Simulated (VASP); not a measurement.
C: single point with PBE+D3(BJ)

System: C, a slab with vacuum.

```
C
1.0
     2.46565    0.00000    0.00000
    -1.23283    2.13532    0.00000
     0.00000    0.00000   17.50007
C
4
Direct
  0.66667 0.33333 0.25714
  0.33333 0.66667 0.25714
  0.66667 0.66667 0.42915
  0.00000 0.33333 0.42914
```

This cell differs from its parent crystal: layers slid over each other.

```
Program                : VASP 6.6.1
Task                   : single point
Functional             : PBE
Dispersion             : D3(BJ)
Potentials or basis    : VASP PAW PBE potentials, release 64 (C)
Cutoff                 : 520 eV
k mesh                 : 15 × 15 × 1
Occupations            : gaussian, width 0.1 eV
Spin                   : no spin polarisation
Dipole correction      : yes
Further INCAR settings : ALGO = Normal; EDIFF = 1e-06; NBANDS = 16
```

```
Largest force              : 0.171 eV/Å
Dispersion energy per atom : -0.129 eV
```

Forces on the atoms (eV/Å):
```
C   -0.035  0.003 -0.167
C   -0.035 -0.003 -0.167
C    0.035 -0.003  0.167
C    0.035  0.003  0.167
```

It took 2.6 min on 1 thread of Intel(R) Xeon(R) Platinum 8488C (Sapphire Rapids) (shared host), peak memory 0.23 GiB.

Caveat: the cell differs from its parent crystal (layers slid over each other).
